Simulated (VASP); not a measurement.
Wanted: the native input for a VASP 6.6.1 run.

| Item | Value |
| --- | --- |
| Task | single point |
| Functional | r2SCAN |
| Dispersion | D4 |
| Potentials or basis | VASP PAW PBE potentials, release 64 (Al) |
| Cutoff | 520 eV |
| k mesh | 11 × 11 × 11 |
| Occupations | fermi-dirac, width 0.05 eV |
| Spin | no spin polarisation |
| Dipole correction | no |
| Further INCAR settings | ALGO = Normal; EDIFF = 1e-06; NBANDS = 8 |

Al:

```
Al
1.0
     0.00000    1.98989    1.98989
     1.98989    0.00000    1.98989
     1.98989    1.98989    0.00000
Al
1
Direct
  0.00000 0.00000 0.00000
```

The input as run:

POSCAR

```
Al
1.0
    0.0000000000      1.9898876805      1.9898876805
    1.9898876805      0.0000000000      1.9898876805
    1.9898876805      1.9898876805      0.0000000000
Al
1
Direct
    0.0000000000      0.0000000000      0.0000000000
```

INCAR.step1

```
ALGO = Normal ; EDIFF = 1E-4
ENCUT = 520 ; GGA = PE
ISMEAR = -1 ; LASPH = True
LCHARG = False ; LREAL = False
LWAVE = True ; NBANDS = 8
NELM = 80 ; PREC = Accurate
SIGMA = 0.05
```

INCAR.step2

```
ALGO = Normal ; EDIFF = 1E-6
ENCUT = 520 ; ISIF = 2
ISMEAR = -1 ; ISTART = 1
IVDW = 13 ; LASPH = True
LCHARG = False ; LMIXTAU = True
LREAL = False ; LWAVE = False
METAGGA = R2SCAN ; NBANDS = 8
NELM = 80 ; PREC = Accurate
SIGMA = 0.05 ; VDW_A1 = 0.51559235
VDW_A2 = 5.77342911 ; VDW_S6 = 1.0
VDW_S8 = 0.6018749
```

KPOINTS

```
k-points
0
Gamma
  11 11 11
```

Potentials or basis: VASP PAW PBE potentials, release 64 (Al).

The run is started by

```console
$ cat potpaw_PBE.64/Al/POTCAR > POTCAR
$ cp INCAR.step1 INCAR
$ mpirun -np 1 vasp_std > vasp.out
$ cp INCAR.step2 INCAR
$ mpirun -np 1 vasp_std > vasp.out
```

Results of the run:

```
Pressure                   : -0.3 GPa
Dispersion energy per atom : -0.123 eV
```

Caveat: the PAW data sets were made with another functional, which shifts forces and pressure a little; pairwise dispersion overbinds metals, which lowers pressure and volume.

Wall time 22 s on 1 thread of Intel Xeon 6975P-C (shared host), peak memory 0.14 GiB.
